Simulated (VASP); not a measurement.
# Si (a cell with a defect) in VASP: notebook

Runs on Si (a cell with a defect). Level: PBE+D3(BJ). Tasks: single point.

Program: VASP 6.6.1. These are calculated values, not measurements. Logs are shortened: lines on timing, memory, paths and dates and some standing lists are left out, and cuts for length are marked.

## Step 1: The cell of the first run

The cell holds a defect, 17 atoms: a = 7.679 Å, b = 7.679 Å, c = 7.679 Å, α = 60.00°, β = 60.00°, γ = 60.00°.

## Step 2: Single point, PBE+D3(BJ)

The input, INCAR:

```
  PREC = Accurate
  ENCUT = 520
  EDIFF = 1E-6
  ISMEAR = -1
  SIGMA = 0.02
  LREAL = Auto
  LASPH = T
  NELM = 100
  ALGO = Normal
  ISIF = 2
  LWAVE = F
  LCHARG = F
  GGA = PE
  IVDW = 12
  NBANDS = 48
```

The input, KPOINTS:

```
regular mesh
0
Gamma
  2 2 2
```

The input, POSCAR:

```
Si
1.0
    0.0000000000      5.4300000000      5.4300000000
    5.4300000000      0.0000000000      5.4300000000
    5.4300000000      5.4300000000      0.0000000000
Si
17
Direct
    0.0446500921      0.0234162063     -0.0016666667
    0.0941528545     -0.1726979742      0.5668784530
    0.0523020258      0.2191344383      0.3606813996
    0.3212523020      0.2219705341      0.4995027624
    0.0254880295      0.6370534070     -0.0583425414
   -0.0067127072      0.6726058932      0.2383701657
   -0.2906445672      0.5658747698      0.5208471455
   -0.0547237569      0.5384254144      0.7050920810
    0.4878637201      0.0660036832     -0.0733517495
    0.6706353591      0.1488121547      0.0572283610
    0.7164088398      0.0066850829      0.4230386740
    0.7081675875      0.2337661142      0.5558103131
    0.3800736648      0.4593001842      0.1302578269
    0.5945856354      0.6868876611      0.0336832413
    0.4193370166      0.5351197053      0.3966666667
    0.3631215470      0.8108747698      0.7299723757
    1.1539594843      0.2651749540     -0.0045488029
```

Potentials or basis: VASP PAW PBE potentials, release 64 (Si).

On the command line:

```bash
$ cat potpaw_PBE.64/Si/POTCAR > POTCAR
$ mpirun -np 1 vasp_std > vasp.out
```

OUTCAR:

```text
PREC = Accurate
   ENCUT = 520
   EDIFF = 1E-6
   ISMEAR = -1
   LREAL = Auto
   LASPH = T
   NELM = 100
   ISIF = 2
   GGA = PE
   IVDW = 12
 IVDW          = 12

 ion  position               nearest neighbor table
   1  0.045  0.023  0.998-  17 2.38  10 2.40   6 2.49  16 2.69  11 2.95
   2  0.094  0.827  0.567-   5 2.40   8 2.51   3 2.54  15 2.65  16 2.83  11 3.04  12 3.04
   3  0.052  0.219  0.361-  12 2.27  17 2.39   2 2.54   4 2.77   7 2.93   6 2.96  13 3.13
   4  0.321  0.222  0.500-  13 2.44  15 2.51  11 2.54  16 2.68   3 2.77   8 3.00
   5  0.025  0.637  0.942-   6 2.31  17 2.39   2 2.40   8 2.69  16 2.87  14 2.87  13 3.10
   6  0.993  0.673  0.238-   5 2.31   7 2.33   1 2.49  13 2.49  11 2.88   3 2.96   8 3.07
   7  0.709  0.566  0.521-   6 2.33  12 2.43  16 2.63   8 2.69   3 2.93  15 2.97  11 3.10
   8  0.945  0.538  0.705-   2 2.51   7 2.69   5 2.69  17 2.73  14 2.82   4 3.00   6 3.07
   9  0.488  0.066  0.927-  17 2.17  14 2.39  10 2.51  12 2.51
  10  0.671  0.149  0.057-  13 2.40   1 2.40   9 2.51  11 2.60
  11  0.716  0.007  0.423-  12 2.38   4 2.54  10 2.60   6 2.88   1 2.95   2 3.04  16 3.05   7 3.10

  12  0.708  0.234  0.556-   3 2.27  11 2.38   7 2.43   9 2.51  15 2.55   2 3.04
  13  0.380  0.459  0.130-  10 2.40   4 2.44   6 2.49  15 2.57  14 2.58  16 2.92   5 3.10   3 3.13

  14  0.595  0.687  0.034-  15 2.35   9 2.39  13 2.58   8 2.82   5 2.87  16 3.12
  15  0.419  0.535  0.397-  14 2.35   4 2.51  12 2.55  13 2.57   2 2.65   7 2.97
  16  0.363  0.811  0.730-   7 2.63   4 2.68   1 2.69   2 2.83   5 2.87  13 2.92  11 3.05  14 3.12

  17  0.154  0.265  0.995-   9 2.17   1 2.38   3 2.39   5 2.39   8 2.73

  LATTYP: Found a face centered cubic cell.
 ALAT       =    10.8600000000

  Lattice vectors:

 A1 = (   0.0000000000,   5.4300000000,   5.4300000000)
 A2 = (   5.4300000000,   0.0000000000,   5.4300000000)
 A3 = (   5.4300000000,   5.4300000000,   0.0000000000)

Analysis of symmetry for initial positions (statically):
=====================================================================
 Subroutine PRICEL returns:
 Original cell was already a primitive cell.

 Routine SETGRP: Setting up the symmetry group for a
 face centered cubic supercell.

 Subroutine GETGRP returns: Found  1 space group operations
 (whereof  1 operations were pure point group operations)
 out of a pool of 48 trial point group operations.

The static configuration has the point symmetry C_1 .

Analysis of symmetry for dynamics (positions and initial velocities):
=====================================================================
 Subroutine PRICEL returns:
 Original cell was already a primitive cell.

 Routine SETGRP: Setting up the symmetry group for a
 face centered cubic supercell.

 Subroutine GETGRP returns: Found  1 space group operations
 (whereof  1 operations were pure point group operations)
 out of a pool of 48 trial point group operations.

The dynamic configuration has the point symmetry C_1 .

 Subroutine INISYM returns: Found  1 space group operations
 (whereof  1 operations are pure point group operations),
 and found     1 'primitive' translations

----------------------------------------------------------------------------------------

                                     Primitive cell

  volume of cell :     320.2060

  direct lattice vectors                    reciprocal lattice vectors
     0.000000000  5.430000000  5.430000000    -0.092081031  0.092081031  0.092081031
     5.430000000  0.000000000  5.430000000     0.092081031 -0.092081031  0.092081031
     5.430000000  5.430000000  0.000000000     0.092081031  0.092081031 -0.092081031

  length of vectors
     7.679179644  7.679179644  7.679179644     0.159489025  0.159489025  0.159489025

  position of ions in fractional coordinates (direct lattice)
     0.044650092  0.023416206  0.998333333
     0.094152855  0.827302026  0.566878453
     0.052302026  0.219134438  0.360681400
     0.321252302  0.221970534  0.499502762
     0.025488030  0.637053407  0.941657459
     0.993287293  0.672605893  0.238370166
[... 9 lines left out ...]
     0.363121547  0.810874770  0.729972376
     0.153959484  0.265174954  0.995451197

  ion indices of the primitive-cell ions
   primitive index   ion index
                 1           1
                 2           2
                 3           3
                 4           4
                 5           5
                 6           6
[... 9 lines left out ...]
                16          16
                17          17

----------------------------------------------------------------------------------------

 KPOINTS: regular mesh

Automatic generation of k-mesh.
 Grid dimensions read from file:
 generate k-points for:    2    2    2

 Generating k-lattice:

  Cartesian coordinates                     Fractional coordinates (reciprocal lattice)
    -0.046040516  0.046040516  0.046040516     0.500000000  0.000000000  0.000000000
[... 86 lines left out ...]
  free energy    TOTEN  =       -82.82893526 eV

  energy without entropy =      -82.81972282  energy(sigma->0) =      -82.82432904

 E-fermi :   6.6392     XC(G=0):  -9.8843

 val. band max:        6.6098516473   @ k =   0.5000   0.0000   0.5000
 cond. band min:       6.6501418714   @ k =   0.5000   0.5000   0.5000
 fundamental gap:      0.0402902241
 Fermi energy:         6.6392058181

 k-point     1 :       0.0000    0.0000    0.0000
  band No.  band energies     occupation
      1      -5.9520      2.00000
      2      -3.6311      2.00000
      3      -3.3521      2.00000
      4      -3.2082      2.00000
      5      -2.9752      2.00000
      6      -2.4718      2.00000
[... 38 lines left out ...]
     45       8.4257      0.00000
     46       8.5041      0.00000

 k-point     2 :       0.5000    0.0000    0.0000
  band No.  band energies     occupation
      1      -5.2824      2.00000
      2      -5.0220      2.00000
      3      -3.4764      2.00000
      4      -3.2137      2.00000
      5      -3.0342      2.00000
      6      -2.6777      2.00000
[... 38 lines left out ...]
     45       9.6209      0.00000
     46       9.8444      0.00000

 k-point     3 :       0.0000    0.5000    0.0000
  band No.  band energies     occupation
      1      -5.3584      2.00000
      2      -4.8357      2.00000
      3      -3.7764      2.00000
      4      -3.5338      2.00000
      5      -2.7244      2.00000
      6      -2.3837      2.00000
[... 38 lines left out ...]
     45       9.3569      0.00000
     46       9.3823      0.00000

 k-point     4 :       0.0000    0.0000    0.5000
  band No.  band energies     occupation
      1      -5.3391      2.00000
      2      -4.9438      2.00000
      3      -3.6114      2.00000
      4      -3.1981      2.00000
      5      -2.9832      2.00000
      6      -2.6524      2.00000
[... 38 lines left out ...]
     45       9.2119      0.00000
     46       9.6904      0.00000

 k-point     5 :       0.5000    0.5000    0.5000
  band No.  band energies     occupation
      1      -5.2139      2.00000
      2      -5.0802      2.00000
      3      -3.6284      2.00000
      4      -3.3701      2.00000
      5      -3.0070      2.00000
      6      -2.5703      2.00000
[... 38 lines left out ...]
     45       9.3599      0.00000
     46       9.5301      0.00000

 k-point     6 :       0.5000    0.5000    0.0000
  band No.  band energies     occupation
      1      -5.1376      2.00000
      2      -4.6397      2.00000
      3      -4.1027      2.00000
      4      -3.8365      2.00000
      5      -3.4519      2.00000
      6      -3.1121      2.00000
[... 38 lines left out ...]
     45       9.7622      0.00000
     46       9.8272      0.00000

 k-point     7 :       0.0000    0.5000    0.5000
  band No.  band energies     occupation
      1      -5.1458      2.00000
      2      -4.6227      2.00000
      3      -4.0909      2.00000
      4      -3.8023      2.00000
      5      -3.6803      2.00000
      6      -2.8551      2.00000
[... 38 lines left out ...]
     45       9.4854      0.00000
     46       9.9174      0.00000

 k-point     8 :       0.5000    0.0000    0.5000
  band No.  band energies     occupation
      1      -5.0489      2.00000
      2      -4.7857      2.00000
      3      -4.2212      2.00000
      4      -3.6934      2.00000
      5      -3.4360      2.00000
      6      -2.9735      2.00000
[... 38 lines left out ...]
     45       9.7544      0.00000
     46       9.9778      0.00000
 [bands above 46 left out]

------------------------ aborting loop because EDIFF is reached ----------------------------------------

 Edisp (eV)   -5.65943

 E8    (eV) :    -2.3272

  FORCE on cell =-STRESS in cart. coord.  units (eV):
  Direction    XX          YY          ZZ          XY          YZ          ZX
  --------------------------------------------------------------------------------------
  -------------------------------------------------------------------------------------
  Total      -6.63380    -9.16714    -8.38893    -1.02748     0.73091    -1.37650
  in kB     -33.19276   -45.86854   -41.97469    -5.14108     3.65716    -6.88745
  external pressure =      -40.35 kB  Pullay stress =        0.00 kB

 VOLUME and BASIS-vectors are now :
 -----------------------------------------------------------------------------
  energy-cutoff  :      520.00
  volume of cell :      320.21
      direct lattice vectors                 reciprocal lattice vectors
     0.000000000  5.430000000  5.430000000    -0.092081031  0.092081031  0.092081031
     5.430000000  0.000000000  5.430000000     0.092081031 -0.092081031  0.092081031
     5.430000000  5.430000000  0.000000000     0.092081031  0.092081031 -0.092081031

 POSITION                                       TOTAL-FORCE (eV/Angst)
 -----------------------------------------------------------------------------------
      5.54810      5.66340      0.36960        -0.423053     -0.223912     -0.841614
      7.57040      3.58940      5.00350        -1.004583      0.165044      0.154221
      3.14840      2.24250      1.47390        -0.098946      1.318485      0.588273
      3.91760      4.45670      2.94970         0.207978     -0.409903     -0.570131
      8.57240      5.25160      3.59760        -0.171983     -0.607242     -0.121569
      4.94660      6.68790      9.04580         0.596160      0.375346      0.762961
[... 9 lines left out ...]
      8.36680      5.93550      6.37480         0.125261      0.428742      0.015884
      6.84520      6.24130      2.27590         1.355465     -1.569866     -0.697685
 -----------------------------------------------------------------------------------
    total drift:                                0.006876     -0.005695      0.006171

  FREE ENERGIE OF THE ION-ELECTRON SYSTEM (eV)
  ---------------------------------------------------
  free  energy   TOTEN  =       -88.4883689356 eV

  energy  without entropy=      -88.4791564988  energy(sigma->0) =      -88.48376272
```

It took 3.2 min on 1 thread of Intel Xeon Platinum 8259CL at 2.50GHz (Skylake/Cascade Lake), shared host; peak memory 0.46 GiB.

Results:

| Property | Result |
| --- | --- |
| Free energy | -88.4884 eV |
| Pressure | -4.0 GPa |
| Largest force | 3.121 eV/Å |
| Band gap on the k mesh | zero (bands 34 and 35 overlap by 0.19 eV) |
| Dispersion energy per atom | -0.333 eV |

Forces in eV/Å, atoms in the order of the input:
```
Si  -0.423 -0.224 -0.842
Si  -1.005  0.165  0.154
Si  -0.099  1.318  0.588
Si   0.208 -0.410 -0.570
Si  -0.172 -0.607 -0.122
Si   0.596  0.375  0.763
Si   1.054  0.491  0.086
Si  -0.191 -0.553 -0.583
Si  -1.628  1.994  1.764
Si   0.071  0.262 -0.021
Si  -0.995 -0.178 -0.505
Si   0.866 -1.006 -1.146
Si   0.047 -0.788  0.507
Si  -0.968 -0.276  0.916
Si   1.157  0.578 -0.308
Si   0.125  0.429  0.016
Si   1.355 -1.570 -0.698
```

Stress tensor (GPa, compression positive):
```
-3.32 -0.51 -0.69
-0.51 -4.59  0.37
-0.69  0.37 -4.20
```

Caveat: the k points lie up to 0.50 Å⁻¹ apart; the atoms stand as in a frame of molecular dynamics.

## Step 3: Single point, PBE+D3(BJ)

The input, INCAR:

```
PREC = Accurate
ENCUT = 520
EDIFF = 1E-6
ISMEAR = -1
SIGMA = 0.02
LREAL = Auto
LASPH = True
NELM = 60
ALGO = Normal
ISIF = 2
LWAVE = False
LCHARG = True
GGA = PE
IVDW = 12
LELF = True
LVHAR = True
NBANDS = 48
```

The input, KPOINTS:

```
Automatic mesh
0
Gamma
  2 2 2
```

The input, POSCAR:

```
Si
1.0
    0.0000000000      5.4300000000      5.4300000000
    5.4300000000      0.0000000000      5.4300000000
    5.4300000000      5.4300000000      0.0000000000
Si
17
Direct
    0.0201657459      0.1535359116     -0.1581583794
    0.1747974217     -0.2887753223      0.5052946593
    0.0615561694      0.0862891344      0.3778360958
    0.1216298343      0.2986832413      0.4906721915
    0.0350644567      0.7890607735     -0.0874953959
    0.0430939227      0.6633885820      0.2575322284
   -0.2514640884      0.4397513812      0.6770994475
   -0.0486556169      0.5035174954      0.8441436464
    0.5641528545      0.0029189687     -0.1311510129
    0.6458471455      0.1343738490      0.0086095764
    0.7240976059     -0.0082044199      0.3576335175
    0.6811418048      0.2831675875      0.5456906077
    0.3750092081      0.4138858195      0.1762615101
    0.5382228361      0.6489594843      0.0254972376
    0.5571639042      0.6388029466      0.3351381215
    0.4684530387      0.8008655617      0.6615653775
    1.1783793738      0.2306998158     -0.0085082873
```

Potentials or basis: VASP PAW PBE potentials, release 64 (Si).

On the command line:

```bash
$ cat potpaw_PBE.64/Si/POTCAR > POTCAR
$ mpirun -np 1 vasp_std > vasp.out
```

It took 3.5 min on 1 thread of Intel Xeon Platinum 8259CL at 2.50GHz (Skylake/Cascade Lake), shared host; peak memory 0.47 GiB.

The run converged. Its results:

* Free energy: -87.8471 eV
* Pressure: -0.2 GPa
* Largest force: 3.208 eV/Å
* Band gap on the k mesh: zero (bands 34 and 35 overlap by 0.11 eV)
* Dispersion energy per atom: -0.352 eV

Forces on the atoms (eV/Å):
```
Si   0.203  1.638 -1.477
Si  -0.172 -0.158 -0.187
Si   0.913 -0.700  0.302
Si  -1.842 -0.622  0.071
Si  -0.264 -0.281  0.278
Si   1.590 -0.399 -0.138
Si   1.935  0.219  0.530
Si   1.686 -2.577  0.897
Si  -0.071 -1.772 -0.513
Si   1.990  1.418  0.672
Si  -0.232 -0.432  0.021
Si  -2.466 -0.013 -1.109
Si  -2.029  0.673 -0.771
Si  -0.175  0.737  2.575
Si   0.283 -0.492 -0.302
Si  -0.291  0.210 -0.083
Si  -1.058  2.554 -0.765
```

Stress tensor (GPa, compression positive):
```
 0.79  1.14  1.72
 1.14  0.16 -1.24
 1.72 -1.24 -1.44
```

Levels at points of the mesh, in eV from the Fermi level:
```
           k point  band 32  band 33  band 34  band 35  band 36  band 37
(0.00, 0.00, 0.00)    -0.55    -0.47    -0.04     0.07     0.21     0.36
(0.50, 0.00, 0.00)    -0.75    -0.55    -0.29     0.03     0.30     0.72
(0.00, 0.50, 0.00)    -0.76    -0.48    -0.39    -0.07     0.69     0.80
(0.00, 0.00, 0.50)    -0.84    -0.34     0.01     0.20     0.48     0.86
(0.50, 0.50, 0.50)    -0.58    -0.48    -0.10     0.05     0.38     0.62
(0.50, 0.50, 0.00)    -0.95    -0.35    -0.02     0.08     0.21     0.72
(0.00, 0.50, 0.50)    -0.66    -0.26     0.04     0.49     0.60     0.77
(0.50, 0.00, 0.50)    -0.79    -0.62    -0.32     0.00     0.35     0.67
```

Caveat: the k points lie up to 0.50 Å⁻¹ apart; the atoms stand as in a frame of molecular dynamics.

## Step 4: Single point, PBE+D3(BJ)

The input, INCAR:

```
ALGO = Normal ; EDIFF = 1E-6
ENCUT = 520 ; GGA = PE
ISIF = 2 ; ISMEAR = -1
IVDW = 12 ; LASPH = T
LCHARG = F ; LREAL = Auto
LWAVE = F ; NBANDS = 48
NELM = 60 ; PREC = Accurate
SIGMA = 0.02
```

The input, KPOINTS:

```
k-points
0
Gamma
  2 2 2
```

The input, POSCAR:

```
Si
1.0
    0.0000000000      5.4300000000      5.4300000000
    5.4300000000      0.0000000000      5.4300000000
    5.4300000000      5.4300000000      0.0000000000
Si
17
Direct
    0.1164272560      0.0967771639     -0.1449355433
    0.3824769797     -0.3411141805      0.2359023941
    0.1191528545     -0.0622836096      0.4505156538
    0.2169337017      0.2210589319      0.4402486188
    0.1124861878      0.7281215470     -0.2265009208
   -0.0906353591      0.7068968692      0.3334162063
   -0.2338305709      0.4246224678      0.6786556169
   -0.0609208103      0.5646408840      0.7636832413
    0.4992725599      0.0852209945     -0.3686648250
    0.8432412523     -0.0369797422     -0.0479373849
    0.8083333333      0.0549079190      0.3420165746
    0.8944567219      0.3093922652      0.3388029466
    0.4318324125      0.3977255985      0.0711878453
    0.5980294659      0.7881952118     -0.1231675875
    0.6602762431      0.7323756906      0.2316942910
    0.4960220994      0.7646040516      0.6035911602
    1.1863904236      0.3214548803     -0.0126703499
```

On the command line:

```bash
$ cat potpaw_PBE.64/Si/POTCAR > POTCAR
$ mpirun -np 1 vasp_std > vasp.out
```

Wall time 2.9 min (1 thread of Intel Xeon Platinum 8259CL at 2.50GHz (Skylake/Cascade Lake), shared host); peak memory 0.46 GiB.

It converged, with:

```
Free energy                : -86.8248 eV
Pressure                   : -2.6 GPa
Largest force              : 2.959 eV/Å
Band gap on the k mesh     : zero (bands 34 and 35 overlap by 0.21 eV)
Dispersion energy per atom : -0.340 eV
```

Forces in eV/Å, atoms in the order of the input:
```
Si   0.445 -0.549  0.688
Si   0.274 -0.464 -0.327
Si  -1.110 -1.178  1.369
Si  -0.044  0.119 -0.781
Si   0.416  2.928  0.111
Si  -0.103  1.552  0.699
Si  -0.783  0.707 -0.148
Si  -1.414 -0.199 -1.107
Si   0.494 -1.644  0.246
Si   0.689 -0.523  0.527
Si  -0.543 -0.432  0.388
Si   1.219 -0.661  1.094
Si  -0.197  0.210 -0.081
Si   0.354  1.437 -1.022
Si  -0.180 -0.188 -1.316
Si   0.114 -0.719 -0.182
Si   0.369 -0.394 -0.157
```

Stress tensor (GPa, compression positive):
```
-5.23 -1.35  0.00
-1.35 -1.29 -1.27
 0.00 -1.27 -1.14
```

Levels at points of the mesh, in eV from the Fermi level:
```csv
k point,band 32,band 33,band 34,band 35,band 36,band 37
"(0.00, 0.00, 0.00)",-0.22,-0.08,0.14,0.20,0.39,0.64
"(0.50, 0.00, 0.00)",-0.72,-0.43,-0.09,0.13,0.29,0.95
"(0.00, 0.50, 0.00)",-0.77,-0.33,0.01,0.27,0.50,0.97
"(0.00, 0.00, 0.50)",-0.66,-0.34,-0.11,-0.07,0.60,0.98
"(0.50, 0.50, 0.50)",-0.64,-0.50,-0.04,0.42,0.79,0.88
"(0.50, 0.50, 0.00)",-0.38,-0.34,-0.28,0.14,0.40,0.84
"(0.00, 0.50, 0.50)",-0.71,-0.38,-0.08,0.10,0.42,0.63
"(0.50, 0.00, 0.50)",-0.56,-0.43,-0.11,-0.02,0.53,0.73
```

Caveat: the k points lie up to 0.50 Å⁻¹ apart; the atoms stand as in a frame of molecular dynamics.

## Step 5: Summary

| cell | gap on the mesh (eV) | pressure (GPa) | largest force (eV/Å) |
| --- | --- | --- | --- |
| as given, atomic positions A | none | -4.0 | 3.12 |
| as given, atomic positions B | none | -0.2 | 3.21 |
| as given, atomic positions C | none | -2.6 | 2.96 |

Alike in all rows: task single point; level PBE+D3(BJ); potentials or basis VASP PAW PBE potentials, release 64 (Si); no spin polarisation; k mesh 2 × 2 × 2; cutoff (eV) 520; smearing fermi-dirac 0.02 eV.

Caveats: all runs use coarse meshes; the atoms stand as in a frame of molecular dynamics.

Absolute energies hang on the potentials; compare differences alone.
